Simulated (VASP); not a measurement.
# AlAs (e600) (F-43m) in VASP: single point with PBEsol

Aim: the single point of AlAs (e600) with PBEsol.

All numbers are computed with VASP 6.6.1; they aren't measurements. Logs are shortened: lines on timing, memory, paths and dates and some standing lists are left out, and cuts for length are marked.

### Step 1. The cell of the first run

The structure is cubic, space group F-43m (No. 216). The conventional cell has a = 5.675 Å, b = 5.675 Å, c = 5.675 Å, α = 90.00°, β = 90.00°, γ = 90.00°. Al (site symmetry -43m) has 4 As at 2.46 Å within 3.2 Å. Within 3.2 Å of As (site symmetry -43m) lie 4 Al at 2.46 Å.

### Step 2. Single point, PBEsol

Contents of INCAR:

```
SYSTEM = AlAs
ALGO = Normal
EDIFF = 1E-6
ENCUT = 500
GGA = PS
GGA_COMPAT = .FALSE.
ISIF = 2
ISMEAR = 0
LASPH = .TRUE.
LCHARG = .FALSE.
LREAL = .FALSE.
LWAVE = .FALSE.
NBANDS = 11
NELM = 120
PREC = Accurate
SIGMA = 0.02
```

Contents of KPOINTS:

```
k-points
0
G
  8 8 8
  0 0 0
```

Contents of POSCAR:

```
AlAs
1.0
    0.0000000000      2.8373087723      2.8373087723
    2.8373087723      0.0000000000      2.8373087723
    2.8373087723      2.8373087723      0.0000000000
Al As
1 1
Direct
    0.0000000000      0.0000000000      0.0000000000
    0.2500000000      0.2500000000      0.2500000000
```

Potentials or basis: VASP PAW PBE potentials, release 64 (Al, As).

Run with:

```
> cat potpaw_PBE.64/Al/POTCAR potpaw_PBE.64/As/POTCAR > POTCAR
> mpirun -np 1 vasp_std > vasp.out
```

OUTCAR:

```text
SYSTEM = AlAs
   EDIFF = 1E-6
   ENCUT = 500
   GGA = PS
   ISIF = 2
   ISMEAR = 0
   LASPH = .TRUE.
   LREAL = .FALSE.
   NELM = 120
   PREC = Accurate

 ion  position               nearest neighbor table
   1  0.000  0.000  0.000-   2 2.46   2 2.46   2 2.46   2 2.46
   2  0.250  0.250  0.250-   1 2.46   1 2.46   1 2.46   1 2.46

  LATTYP: Found a face centered cubic cell.
 ALAT       =     5.6746175446

  Lattice vectors:

 A1 = (   0.0000000000,   2.8373087723,   2.8373087723)
 A2 = (   2.8373087723,   0.0000000000,   2.8373087723)
 A3 = (   2.8373087723,   2.8373087723,   0.0000000000)

Analysis of symmetry for initial positions (statically):
=====================================================================
 Subroutine PRICEL returns:
 Original cell was already a primitive cell.

 Routine SETGRP: Setting up the symmetry group for a
 face centered cubic supercell.

 Subroutine GETGRP returns: Found 24 space group operations
 (whereof 24 operations were pure point group operations)
 out of a pool of 48 trial point group operations.

The static configuration has the point symmetry T_d .

Analysis of symmetry for dynamics (positions and initial velocities):
=====================================================================
 Subroutine PRICEL returns:
 Original cell was already a primitive cell.

 Routine SETGRP: Setting up the symmetry group for a
 face centered cubic supercell.

 Subroutine GETGRP returns: Found 24 space group operations
 (whereof 24 operations were pure point group operations)
 out of a pool of 48 trial point group operations.

The dynamic configuration has the point symmetry T_d .

 Subroutine INISYM returns: Found 24 space group operations
 (whereof 24 operations are pure point group operations),
 and found     1 'primitive' translations

----------------------------------------------------------------------------------------

                                     Primitive cell

  volume of cell :      45.6825

  direct lattice vectors                    reciprocal lattice vectors
     0.000000000  2.837308772  2.837308772    -0.176223330  0.176223330  0.176223330
     2.837308772  0.000000000  2.837308772     0.176223330 -0.176223330  0.176223330
     2.837308772  2.837308772  0.000000000     0.176223330  0.176223330 -0.176223330

  length of vectors
     4.012560546  4.012560546  4.012560546     0.305227761  0.305227761  0.305227761

  position of ions in fractional coordinates (direct lattice)
     0.000000000  0.000000000  0.000000000
     0.250000000  0.250000000  0.250000000

  ion indices of the primitive-cell ions
[... 85 lines left out ...]
   PSTRESS=    0.0 pullay stress
   NELECT =       8.0000    total number of electrons
   NUPDOWN=      -1.0000    fix difference up-down
   EMIN   =  10.00;   EMAX   =-10.00  energy-range for DOS
   EFERMI =   0.00;   METHOD = LEGACY
   ISMEAR =     0;   SIGMA  =   0.02  broadening in eV -4-tet -1-fermi 0-gaus
   EFERMI_NEDOS =   21; number of points for ismear=-14 and -15
   IALGO  =     38    algorithm
   IMIX   =      4    mixing-type and parameters
     AMIX     =   0.40;   BMIX     =  1.00
     AMIX_MAG =   1.60;   BMIX_MAG =  1.00
  volume/ion in A,a.u.               =      22.84       154.14
  Fermi-wavevector in a.u.,A,eV,Ry     =   0.915914  1.730827 11.413917  0.838899
  Thomas-Fermi vector in A             =   2.040710
   LORBIT       =      0    0 simple, 1 ext, 2 COOP (PROOUT), +10 PAW based schemes
   GGA     = PS    functional components
   LHFCALC =     F    Hartree Fock is set to
   AEXX    =    0.0000 exact exchange contribution
   IVDW    =     0    specifies the selected vdW correction
   LEPSILON=     F    determine dielectric tensor
   LRPA    =     F    only Hartree local field effects (RPA)
 non-spin polarized calculation
 Gauss-broadening in eV      SIGMA  =   0.02
  energy-cutoff  :      500.00
  volume of cell :       45.68
 maximum number of plane-waves:      1211
 NGX is ok and might be reduce to    30
   NGX = 15   NGY = 15   NGZ = 15

 number of electron       8.0000000 magnetization

 Free energy of the ion-electron system (eV)
  ---------------------------------------------------
  ext. energy  EPLUGINS =         0.00000000
  ---------------------------------------------------
  free energy    TOTEN  =       -10.06468326 eV

  energy without entropy =      -10.06468326  energy(sigma->0) =      -10.06468326

 E-fermi :   3.8260     XC(G=0):  -9.1675

 val. band max:        3.7402373032   @ k =   0.0000   0.0000   0.0000
 cond. band min:       5.0717695743   @ k =   0.5000   0.5000   0.0000
 fundamental gap:      1.3315322712
 Fermi energy:         3.8259930754

 k-point     1 :       0.0000    0.0000    0.0000
  band No.  band energies     occupation
      1      -8.1059      2.00000
      2       3.7402      2.00000
      3       3.7402      2.00000
      4       3.7402      2.00000
      5       5.6630      0.00000
      6       7.9908      0.00000
      7       7.9908      0.00000
      8       7.9908      0.00000
      9      12.4110      0.00000
     10      12.7161      0.00000
     11      12.7161      0.00000
[... 309 lines left out ...]
 k-point    24 :      -0.3750    0.2500    0.1250
  band No.  band energies     occupation
      1      -6.4355      2.00000
      2      -1.5151      2.00000
      3       1.0419      2.00000
      4       2.1978      2.00000
      5       7.3346      0.00000
      6       7.8966      0.00000
      7      10.3546      0.00000
      8      11.2854      0.00000
      9      12.0073      0.00000
     10      14.6283      0.00000
     11      15.8926      0.00000

 [... further k-points ...]

------------------------ aborting loop because EDIFF is reached ----------------------------------------

  FORCE on cell =-STRESS in cart. coord.  units (eV):
  Direction    XX          YY          ZZ          XY          YZ          ZX
  --------------------------------------------------------------------------------------
  -------------------------------------------------------------------------------------
  Total        0.0776414      0.0776414      0.0776414      0.0000000     -0.0000000     -0.0000000
  in kB        2.7230403      2.7230403      2.7230403      0.0000000     -0.0000000     -0.0000000
  external PRESSURE =       2.7230403 kB  Pullay stress =       0.0000000 kB

 VOLUME and BASIS-vectors are now :
 -----------------------------------------------------------------------------
  energy-cutoff  :      500.00
  volume of cell :       45.68
      direct lattice vectors                 reciprocal lattice vectors
     0.000000000  2.837308772  2.837308772    -0.176223330  0.176223330  0.176223330
     2.837308772  0.000000000  2.837308772     0.176223330 -0.176223330  0.176223330
     2.837308772  2.837308772  0.000000000     0.176223330  0.176223330 -0.176223330

 POSITION                                       TOTAL-FORCE (eV/Angst)
 -----------------------------------------------------------------------------------
      0.00000      0.00000      0.00000         0.000000      0.000000      0.000000
      1.41865      1.41865      1.41865        -0.000000     -0.000000     -0.000000
 -----------------------------------------------------------------------------------
    total drift:                                0.000000      0.000000      0.000000

  FREE ENERGIE OF THE ION-ELECTRON SYSTEM (eV)
  ---------------------------------------------------
  free  energy   TOTEN  =       -10.0646832644 eV

  energy  without entropy=      -10.0646832644  energy(sigma->0) =      -10.06468326
```

OSZICAR:

```text
N       E                     dE             d eps       ncg     rms          rms(c)
DAV:   1     0.123320072820E+02    0.12332E+02   -0.30298E+03   646   0.538E+02
DAV:   2    -0.944778864145E+01   -0.21780E+02   -0.20603E+02   804   0.842E+01
DAV:   3    -0.103238798465E+02   -0.87609E+00   -0.87477E+00   800   0.173E+01
DAV:   4    -0.103307658134E+02   -0.68860E-02   -0.68852E-02   744   0.185E+00
DAV:   5    -0.103309057375E+02   -0.13992E-03   -0.13992E-03   782   0.252E-01    0.325E+00
DAV:   6    -0.101127844760E+02    0.21812E+00   -0.35078E-01   698   0.211E+00    0.185E+00
DAV:   7    -0.100663645091E+02    0.46420E-01   -0.17201E-01   736   0.158E+00    0.650E-01
DAV:   8    -0.100646172641E+02    0.17472E-02   -0.10862E-02   710   0.485E-01    0.936E-02
DAV:   9    -0.100646333638E+02   -0.16100E-04   -0.50173E-04   743   0.120E-01    0.447E-02
DAV:  10    -0.100646793877E+02   -0.46024E-04   -0.50425E-05   706   0.390E-02    0.937E-03
DAV:  11    -0.100646834159E+02   -0.40282E-05   -0.69954E-06   750   0.132E-02    0.498E-03
DAV:  12    -0.100646832644E+02    0.15159E-06   -0.12654E-06   472   0.490E-03
   1 F= -.10064683E+02 E0= -.10064683E+02  d E =-.685050E-12
```

stdout:

```text
POSCAR found type information on POSCAR AlAs
 POSCAR found :  2 types and       2 ions
 scaLAPACK will be used
 -----------------------------------------------------------------------------
|                                                                             |
|                                                                             |
|     You enforced a specific xc type in the INCAR file but a different       |
|     I HOPE YOU KNOW WHAT YOU ARE DOING!                                     |
|                                                                             |
 -----------------------------------------------------------------------------

 LDA part: xc-table for (Slater+PW92), standard interpolation
 POSCAR, INCAR and KPOINTS ok, starting setup
 FFT: planning ... GRIDC
 FFT: planning ... GRID_SOFT
 FFT: planning ... GRID
 WAVECAR not read
 entering main loop
```

Run time: 11 s. Hardware: 1 thread of Intel Xeon 6455B, shared host; peak memory 0.17 GiB.

Results:

```yaml
Free_energy: -10.0647 eV
Pressure: 0.3 GPa
Band_gap_on_the_k_mesh: 1.33 eV, indirect (least direct gap 1.92 eV)
```

Levels at points of the mesh, in eV from the valence-band top:
```csv
k point,band 1,band 2,band 3,band 4,band 5,band 6,band 7,band 8
"(0.00, 0.00, 0.00)",-11.85,0.00,0.00,0.00,1.92,4.25,4.25,4.25
"(0.50, 0.00, 0.00)",-10.44,-5.57,-0.82,-0.82,2.05,4.63,4.63,7.56
"(0.50, 0.50, 0.00)",-9.89,-5.42,-2.17,-2.17,1.33,2.22,10.23,10.23
```

Caveat: the PAW data sets were made with another functional, which shifts forces and pressure a little.
